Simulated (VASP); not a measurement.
Wanted: the native input for a VASP 6.6.1 run.

| Item | Value |
| --- | --- |
| Task | relaxation of cell and atoms |
| Functional | PBE |
| Potentials or basis | VASP PAW PBE potentials, release 64 (Cr_pv) |
| Cutoff | 600 eV |
| k mesh | 6 × 6 × 6 |
| Occupations | gaussian, width 0.1 eV |
| Spin | no spin polarisation |
| Dipole correction | no |
| Further INCAR settings | ALGO = Fast; EDIFF = 1e-06; IBRION = 2; EDIFFG = -0.04; NSW = 90; ISIF = 3 |

The structure of Cr lies in POSCAR:

```
Cr
1.0
    1.6208242043      0.9357832907      3.0056241614
   -1.6208242043      0.9357832907      3.0056241614
    0.0000000000     -1.8715665814      3.0056241614
Cr
2
Direct
    0.2275400000      0.2275400000      0.2275400000
    0.7724600000      0.7724600000      0.7724600000
```

The input as run:

INCAR

```
  PREC = Accurate
  ENCUT = 600
  EDIFF = 1E-6
  ISMEAR = 0
  SIGMA = 0.1
  LREAL = False
  LASPH = True
  NELM = 80
  ALGO = Fast
  ISIF = 3
  LWAVE = False
  LCHARG = False
  GGA = PE
  IBRION = 2
  NSW = 90
  EDIFFG = -0.04
```

KPOINTS

```
regular mesh
0
Gamma
  6 6 6
```

Potentials or basis: VASP PAW PBE potentials, release 64 (Cr_pv).

The run is started by

```bash
$ cat potpaw_PBE.64/Cr_pv/POTCAR > POTCAR
$ mpirun -np 1 vasp_std > vasp.out
```

It gave:

* Relaxed volume: 11.83 Å³/atom
* Relaxed cell: a = 4.062 Å, b = 4.062 Å, c = 4.062 Å, α = 38.81°, β = 38.81°, γ = 38.81°
* Space group after relaxing (to 0.05 Å): R-3m (No. 166)
* Energy gained by relaxing: 844.5 meV/atom
* Ionic steps: 20
* Pressure after relaxing: 0.4 GPa
* Band gap on the k mesh: zero (band 12 reaches 11.02 eV, above the bottom of band 13 at 10.18 eV)

Caveat: the k points lie up to 0.46 Å⁻¹ apart in the final cell; the run has no spin polarisation, though such a crystal can be magnetic.

Run time: 5.2 min on 1 thread of Intel(R) Xeon(R) Platinum 8488C (Sapphire Rapids), with other jobs on the host, peak memory 0.17 GiB.
